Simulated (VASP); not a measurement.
# RuSe (Pm-3m) in VASP: single point with PBE

Aim: the single point of RuSe with PBE.

Program: VASP 6.6.1. These are calculated values, not measurements. Logs are shortened: lines on timing, memory, paths and dates and some standing lists are left out, and cuts for length are marked.

## (1) The cell of the first run

The structure is cubic, space group Pm-3m (No. 221). Conventional cell: a = 3.188 Å, b = 3.188 Å, c = 3.188 Å, α = 90.00°, β = 90.00°, γ = 90.00°. Within 3.6 Å of Ru (site symmetry m-3m) lie 8 Se at 2.76 Å and 6 Ru at 3.19 Å. Se (site symmetry m-3m) has 8 Ru at 2.76 Å and 6 Se at 3.19 Å within 3.6 Å.

## (2) Single point, PBE

The input, INCAR:

```
ALGO     = Normal         # electronic algorithm
EDIFF    = 1E-7           # SCF threshold, eV
ENCUT    = 520            # plane-wave cutoff, eV
GGA      = PE             # functional
ISIF     = 2              # what is computed and relaxed
ISMEAR   = -1             # smearing method
LASPH    = T              # aspherical terms in the spheres
LCHARG   = F              # write CHGCAR
LREAL    = F              # projectors in reciprocal space
LWAVE    = F              # write WAVECAR
NBANDS   = 17             # bands
NELM     = 100            # most SCF steps
PREC     = Accurate       # precision mode
SIGMA    = 0.05           # smearing width, eV
```

The input, KPOINTS:

```
k-points
0
Gamma
  8 8 8
```

The input, POSCAR:

```
RuSe
1.0
    3.1876923100      0.0000000000      0.0000000000
    0.0000000000      3.1876923100      0.0000000000
    0.0000000000      0.0000000000      3.1876923100
Ru Se
1 1
Direct
    0.0000000000      0.0000000000      0.0000000000
    0.5000000000      0.5000000000      0.5000000000
```

Potentials or basis: VASP PAW PBE potentials, release 64 (Ru_pv, Se).

The run is started by

```sh
> cat potpaw_PBE.64/Ru_pv/POTCAR potpaw_PBE.64/Se/POTCAR > POTCAR
> mpirun -np 1 vasp_std > vasp.out
```

OUTCAR:

```text
EDIFF = 1E-7
   ENCUT = 520
   GGA = PE
   ISIF = 2
   ISMEAR = -1
   LASPH = T
   LREAL = F
   NELM = 100
   PREC = Accurate

 ion  position               nearest neighbor table
   1  0.000  0.000  0.000-   2 2.76   2 2.76   2 2.76   2 2.76   2 2.76   2 2.76   2 2.76   2 2.76

   2  0.500  0.500  0.500-   1 2.76   1 2.76   1 2.76   1 2.76   1 2.76   1 2.76   1 2.76   1 2.76

  LATTYP: Found a simple cubic cell.
 ALAT       =     3.1876923100

  Lattice vectors:

 A1 = (   3.1876923100,   0.0000000000,   0.0000000000)
 A2 = (   0.0000000000,   3.1876923100,   0.0000000000)
 A3 = (   0.0000000000,   0.0000000000,   3.1876923100)

Analysis of symmetry for initial positions (statically):
=====================================================================
 Subroutine PRICEL returns:
 Original cell was already a primitive cell.

 Routine SETGRP: Setting up the symmetry group for a
 simple cubic supercell.

 Subroutine GETGRP returns: Found 48 space group operations
 (whereof 48 operations were pure point group operations)
 out of a pool of 48 trial point group operations.

The static configuration has the point symmetry O_h .

Analysis of symmetry for dynamics (positions and initial velocities):
=====================================================================
 Subroutine PRICEL returns:
 Original cell was already a primitive cell.

 Routine SETGRP: Setting up the symmetry group for a
 simple cubic supercell.

 Subroutine GETGRP returns: Found 48 space group operations
 (whereof 48 operations were pure point group operations)
 out of a pool of 48 trial point group operations.

The dynamic configuration has the point symmetry O_h .

 Subroutine INISYM returns: Found 48 space group operations
 (whereof 48 operations are pure point group operations),
 and found     1 'primitive' translations

----------------------------------------------------------------------------------------

                                     Primitive cell

  volume of cell :      32.3914

  direct lattice vectors                    reciprocal lattice vectors
     3.187692310  0.000000000  0.000000000     0.313706563  0.000000000  0.000000000
     0.000000000  3.187692310  0.000000000     0.000000000  0.313706563  0.000000000
     0.000000000  0.000000000  3.187692310     0.000000000  0.000000000  0.313706563

  length of vectors
     3.187692310  3.187692310  3.187692310     0.313706563  0.313706563  0.313706563

  position of ions in fractional coordinates (direct lattice)
     0.000000000  0.000000000  0.000000000
     0.500000000  0.500000000  0.500000000

  ion indices of the primitive-cell ions
   primitive index   ion index
                 1           1
                 2           2

----------------------------------------------------------------------------------------

 KPOINTS: k-points

Automatic generation of k-mesh.
 Grid dimensions read from file:
 generate k-points for:    8    8    8

 Generating k-lattice:

  Cartesian coordinates                     Fractional coordinates (reciprocal lattice)
     0.039213320  0.000000000  0.000000000     0.125000000  0.000000000  0.000000000
     0.000000000  0.039213320  0.000000000     0.000000000  0.125000000  0.000000000
     0.000000000  0.000000000  0.039213320     0.000000000  0.000000000  0.125000000

  Length of vectors
     0.039213320  0.039213320  0.039213320

  Shift w.r.t. Gamma in fractional coordinates (k-lattice)
     0.000000000  0.000000000  0.000000000

 Subroutine IBZKPT returns following result:
 ===========================================

 Found     35 irreducible k-points:

 Following reciprocal coordinates:
            Coordinates               Weight
  0.000000  0.000000  0.000000      1.000000
  0.125000  0.000000  0.000000      6.000000
  0.250000  0.000000  0.000000      6.000000
  0.375000  0.000000  0.000000      6.000000
  0.500000  0.000000  0.000000      3.000000
  0.125000  0.125000  0.000000     12.000000
[... 16 lines left out ...]
  0.375000  0.375000  0.125000     24.000000
  0.500000  0.375000  0.125000     24.000000
 [... further k-points ...]
   k-points           NKPTS =     35   k-points in BZ     NKDIM =     35   number of bands    NBANDS=     17
   number of dos      NEDOS =    301   number of ions     NIONS =      2
   total plane-waves  NPLWV =  13824
   dimension x,y,z NGX =    24 NGY =   24 NGZ =   24
   dimension x,y,z NGXF=    48 NGYF=   48 NGZF=   48
   ions per type =               1   1
   NGX,Y,Z   is equivalent  to a cutoff of  12.52, 12.52, 12.52 a.u.
   NGXF,Y,Z  is equivalent  to a cutoff of  25.03, 25.03, 25.03 a.u.
 SYSTEM =  unknown system
   PREC   = accura    normal or accurate (medium, high low for compatibility)
   ISTART =      0    job   : 0-new  1-cont  2-samecut
   ICHARG =      2    charge: 1-file 2-atom 10-const
   ISPIN  =      1    spin polarized calculation?
   LNONCOLLINEAR =      F non collinear calculations
   LSORBIT =      F    spin-orbit coupling
   LASPH  =      T    aspherical Exc in radial PAW
   ENCUT  =  520.0 eV  38.22 Ry    6.18 a.u.   5.93  5.93  5.93*2*pi/ulx,y,z
   NELM   =    100;   NELMIN=  2; NELMDL= -5     # of ELM steps
   EDIFF  = 0.1E-06   stopping-criterion for ELM
   LREAL  =      F    real-space projection
   EDIFFG = 0.1E-05   stopping-criterion for IOM
   NSW    =      0    number of steps for IOM
   IBRION =     -1    ionic relax: 0-MD 1-quasi-New 2-CG
   NFREE  =      0    steps in history (QN), initial steepest desc. (CG)
   ISIF   =      2    stress and relaxation
   ISYM   =      2    0-nonsym 1-usesym 2-fastsym
   POTIM  = 0.5000    time-step for ionic-motion
   TEBEG  =    0.0;   TEEND  =   0.0 temperature during run
   PSTRESS=    0.0 pullay stress
   NELECT =      20.0000    total number of electrons
   NUPDOWN=      -1.0000    fix difference up-down
   EMIN   =  10.00;   EMAX   =-10.00  energy-range for DOS
   EFERMI =   0.00;   METHOD = LEGACY
   ISMEAR =    -1;   SIGMA  =   0.05  broadening in eV -4-tet -1-fermi 0-gaus
   EFERMI_NEDOS =   21; number of points for ismear=-14 and -15
   IALGO  =     38    algorithm
   IMIX   =      4    mixing-type and parameters
     AMIX     =   0.40;   BMIX     =  1.00
     AMIX_MAG =   1.60;   BMIX_MAG =  1.00
  volume/ion in A,a.u.               =      16.20       109.29
  Fermi-wavevector in a.u.,A,eV,Ry     =   1.394040  2.634353 26.440832  1.943346
  Thomas-Fermi vector in A             =   2.517627
   LORBIT       =      0    0 simple, 1 ext, 2 COOP (PROOUT), +10 PAW based schemes
   GGA     = PE    functional components
   LHFCALC =     F    Hartree Fock is set to
   AEXX    =    0.0000 exact exchange contribution
   IVDW    =     0    specifies the selected vdW correction
   LEPSILON=     F    determine dielectric tensor
   LRPA    =     F    only Hartree local field effects (RPA)
 non-spin polarized calculation
  energy-cutoff  :      520.00
  volume of cell :       32.39
 maximum number of plane-waves:       912
 NGX is ok and might be reduce to    24
   NGX = 11   NGY = 11   NGZ = 11

 number of electron      19.9999994 magnetization

 Free energy of the ion-electron system (eV)
  ---------------------------------------------------
  ext. energy  EPLUGINS =         0.00000000
  ---------------------------------------------------
  free energy    TOTEN  =       -12.12815733 eV

  energy without entropy =      -12.10854643  energy(sigma->0) =      -12.11835188

 E-fermi :   9.5435     XC(G=0): -12.3282

 val. band max:        9.5383634533   @ k =   0.3750   0.3750   0.0000
 cond. band min:       9.5516782741   @ k =   0.1250   0.1250   0.1250
 fundamental gap:      0.0133148209
 Fermi energy:         9.5434640163

 k-point     1 :       0.0000    0.0000    0.0000
  band No.  band energies     occupation
      1     -33.0428      2.00000
      2     -33.0428      2.00000
      3     -33.0428      2.00000
      4      -6.4915      2.00000
      5       5.9330      2.00000
      6       5.9330      2.00000
[... 9 lines left out ...]
     16      21.1033      0.00000
     17      26.5085      0.00000

 k-point     2 :       0.1250    0.0000    0.0000
  band No.  band energies     occupation
      1     -33.0579      2.00000
      2     -33.0414      2.00000
      3     -33.0414      2.00000
      4      -6.3200      2.00000
      5       5.2834      2.00000
      6       6.0132      2.00000
[... 9 lines left out ...]
     16      21.1033      0.00000
     17      23.8274      0.00000

 k-point     3 :       0.2500    0.0000    0.0000
  band No.  band energies     occupation
      1     -33.0943      2.00000
      2     -33.0381      2.00000
      3     -33.0381      2.00000
      4      -5.8529      2.00000
      5       3.5446      2.00000
      6       6.2185      2.00000
[... 9 lines left out ...]
     16      21.1038      0.00000
     17      21.1746      0.00000

 k-point     4 :       0.3750    0.0000    0.0000
  band No.  band energies     occupation
      1     -33.1305      2.00000
      2     -33.0348      2.00000
      3     -33.0348      2.00000
      4      -5.2723      2.00000
      5       1.9604      2.00000
      6       6.0592      2.00000
[... 9 lines left out ...]
     16      19.1566      0.00000
     17      19.4734      0.00000
[... 343 lines left out ...]
      1     -33.1369      2.00000
      2     -33.0815      2.00000
      3     -33.0436      2.00000
      4      -4.5589      2.00000
      5       2.3391      2.00000
      6       4.5024      2.00000
[... 9 lines left out ...]
     16      19.8640      0.00000
     17      21.1033      0.00000

 k-point    23 :       0.3750    0.3750    0.1250
  band No.  band energies     occupation
      1     -33.1185      2.00000
      2     -33.1174      2.00000
      3     -33.0418      2.00000
      4      -4.4398      2.00000
      5       3.2560      2.00000
      6       3.7108      2.00000
[... 9 lines left out ...]
     16      20.5295      0.00000
     17      21.1034      0.00000

 k-point    24 :       0.5000    0.3750    0.1250
  band No.  band energies     occupation
      1     -33.1323      2.00000
      2     -33.1161      2.00000
      3     -33.0405      2.00000
      4      -4.2867      2.00000
      5       3.0677      2.00000
      6       3.7676      2.00000
[... 9 lines left out ...]
     16      21.0850      0.00000
     17      21.1032      0.00000

 [... further k-points ...]

------------------------ aborting loop because EDIFF is reached ----------------------------------------

  FORCE on cell =-STRESS in cart. coord.  units (eV):
  Direction    XX          YY          ZZ          XY          YZ          ZX
  --------------------------------------------------------------------------------------
  -------------------------------------------------------------------------------------
  Total       -1.7250045     -1.7250045     -1.7250045      0.0000000     -0.0000000     -0.0000000
  in kB      -85.3240823    -85.3240823    -85.3240823      0.0000000     -0.0000000     -0.0000000
  external PRESSURE =     -85.3240823 kB  Pullay stress =       0.0000000 kB

 VOLUME and BASIS-vectors are now :
 -----------------------------------------------------------------------------
  energy-cutoff  :      520.00
  volume of cell :       32.39
      direct lattice vectors                 reciprocal lattice vectors
     3.187692310  0.000000000  0.000000000     0.313706563  0.000000000  0.000000000
     0.000000000  3.187692310  0.000000000     0.000000000  0.313706563  0.000000000
     0.000000000  0.000000000  3.187692310     0.000000000  0.000000000  0.313706563

 POSITION                                       TOTAL-FORCE (eV/Angst)
 -----------------------------------------------------------------------------------
      0.00000      0.00000      0.00000         0.000000      0.000000      0.000000
      1.59385      1.59385      1.59385         0.000000      0.000000      0.000000
 -----------------------------------------------------------------------------------
    total drift:                                0.000000      0.000000      0.000000

  FREE ENERGIE OF THE ION-ELECTRON SYSTEM (eV)
  ---------------------------------------------------
  free  energy   TOTEN  =       -12.1281573260 eV

  energy  without entropy=      -12.1085464350  energy(sigma->0) =      -12.11835188
```

It took 23 s on 1 thread of Intel Xeon 6975P-C, shared host; peak memory 0.15 GiB.

What came out:

| Item | Value |
| --- | --- |
| Free energy | -12.1282 eV |
| Pressure | -8.5 GPa |
| Band gap on the k mesh | zero (band 10 reaches 12.17 eV, above the bottom of band 11 at 8.72 eV) |
